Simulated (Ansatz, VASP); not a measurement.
## Si3N4 in VASP and in Ansatz

Contents of INCAR:

```
ALGO     = Normal         # electronic algorithm
EDIFF    = 1E-8           # SCF threshold, eV
ENCUT    = 520            # plane-wave cutoff, eV
GGA      = PE             # functional
ISIF     = 2              # what is computed and relaxed
ISMEAR   = -1             # smearing method
LASPH    = True           # aspherical terms in the spheres
LCHARG   = False          # write CHGCAR
LEFG     = True         
LREAL    = False          # projectors in reciprocal space
LWAVE    = False          # write WAVECAR
NBANDS   = 45             # bands
NELM     = 100            # most SCF steps
PREC     = Accurate       # precision mode
SIGMA    = 0.02           # smearing width, eV
```

KPOINTS

```
k-points
0
Gamma
  4 4 10
```

POSCAR

```
Si3N4
1.0
    7.6044000000      0.0000000000      0.0000000000
   -3.8022000000      6.5856035805      0.0000000000
    0.0000000000      0.0000000000      2.9063000000
Si N
6 8
Direct
    0.7679797073      0.1740937654      0.2500000000
    0.5938859419      0.7679797073      0.7500000000
    0.8259062346      0.5938859419      0.2500000000
    0.2320202927      0.8259062346      0.7500000000
    0.4061140581      0.2320202927      0.2500000000
    0.1740937654      0.4061140581      0.7500000000
    0.0299692780      0.3298825528      0.2500000000
    0.7000867251      0.0299692780      0.7500000000
    0.6701174472      0.7000867251      0.2500000000
    0.9700307220      0.6701174472      0.7500000000
    0.2999132749      0.9700307220      0.2500000000
    0.3298825528      0.2999132749      0.7500000000
    0.6666666667      0.3333333333      0.2500000000
    0.3333333333      0.6666666667      0.7500000000
```

Input for Ansatz:

```yaml
crystal:
  lattice:
    - [7.6044, 0.0, 0.0]
    - [-3.8022, 6.5856035805, 0.0]
    - [0.0, 0.0, 2.9063]
  atoms:
    - { symbol: Si, position: [0.7679797073, 0.1740937654, 0.25] }
    - { symbol: Si, position: [0.5938859419, 0.7679797073, 0.75] }
    - { symbol: Si, position: [0.8259062346, 0.5938859419, 0.25] }
    - { symbol: Si, position: [0.2320202927, 0.8259062346, 0.75] }
    - { symbol: Si, position: [0.4061140581, 0.2320202927, 0.25] }
    - { symbol: Si, position: [0.1740937654, 0.4061140581, 0.75] }
    - { symbol: "N", position: [0.029969278, 0.3298825528, 0.25] }
    - { symbol: "N", position: [0.7000867251, 0.029969278, 0.75] }
    - { symbol: "N", position: [0.6701174472, 0.7000867251, 0.25] }
    - { symbol: "N", position: [0.970030722, 0.6701174472, 0.75] }
    - { symbol: "N", position: [0.2999132749, 0.970030722, 0.25] }
    - { symbol: "N", position: [0.3298825528, 0.2999132749, 0.75] }
    - { symbol: "N", position: [0.6666666667, 0.3333333333, 0.25] }
    - { symbol: "N", position: [0.3333333333, 0.6666666667, 0.75] }
kpoints:
  mp_grid: { grid: [4, 4, 10] }
scf:
  occupations: { method: fermi_dirac, width: 0.02 }
  mixing: { preconditioner: kerker }
hamiltonian:
  xc: pbe
  pseudopotentials: { kind: paw }
output:
  forces: true
  stress: true
  populations: true
  efg:
    quadrupole_moments_barn: { "N": 0.02044 }
    contact_densities: true
```

Alike in both runs: task electric field gradients; functional PBE; k mesh 4 × 4 × 10; occupations fermi-dirac, width 0.02 eV; no spin polarisation.

|  | VASP | Ansatz |
| --- | --- | --- |
| version | VASP 6.6.1 | Ansatz 0.2.0 |
| potentials or method | VASP PAW PBE potentials, release 64 (Si, N) | plane-wave PAW, scalar-relativistic |
| plane-wave cutoff (eV) | 520 | 420 |
| valence electrons in the cell | 64 | 64 |

```csv
,VASP,Ansatz,Ansatz less VASP
gap on the k mesh at the Fermi level (eV),4.33,4.34,+0.012
pressure (GPa),5.2,5.5,+0.29
rms of the force components (eV/Å),0.007,0.007,-0.0001
size of Vzz on the site where it differs most (V/Å²),46.1,48.9,+2.82
```

Atom by atom the forces differ by 0.002 eV/Å (rms over components).
